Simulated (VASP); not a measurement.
A run of VASP 6.6.1 is set up as follows.

The input INCAR:

```
SYSTEM = B
ALGO = Normal
EDIFF = 1E-7
EDIFFG = -0.01
ENCUT = 600
GGA = PE
IBRION = 2
ISIF = 3
ISMEAR = 0
LASPH = .True.
LCHARG = .False.
LREAL = .False.
LWAVE = .False.
NELM = 100
NSW = 100
PREC = Accurate
SIGMA = 0.1
```

Contents of KPOINTS:

```
k-points
0
Gamma
  10 10 10
  0 0 0
```

Contents of POSCAR:

```
B
1.0
   -2.7038466036      2.7038466036      2.7038466036
    2.7038466036     -2.7038466036      2.7038466036
    2.7038466036      2.7038466036     -2.7038466036
B
8
Direct
    0.3264946198      0.0000000000      0.0000000000
    0.6735053802      0.6735053802      0.6735053802
    0.0000000000      0.3264946198      0.0000000000
    0.0000000000      0.0000000000      0.3264946198
    0.0000000000      0.6735053802      0.0000000000
    0.3264946198      0.3264946198      0.3264946198
    0.6735053802      0.0000000000      0.0000000000
    0.0000000000      0.0000000000      0.6735053802
```

Potentials or basis: VASP PAW PBE potentials, release 64 (B).

The run is started by

```sh
$ cat potpaw_PBE.64/B/POTCAR > POTCAR
$ mpirun -np 1 vasp_std > vasp.out
```

(1) What does it give for the band gap on the k mesh?

Answers

(1) zero (band 12 reaches 2.87 eV, above the bottom of band 13 at 1.08 eV).

Caveat: the relaxation stopped at its first step, so nothing moved.
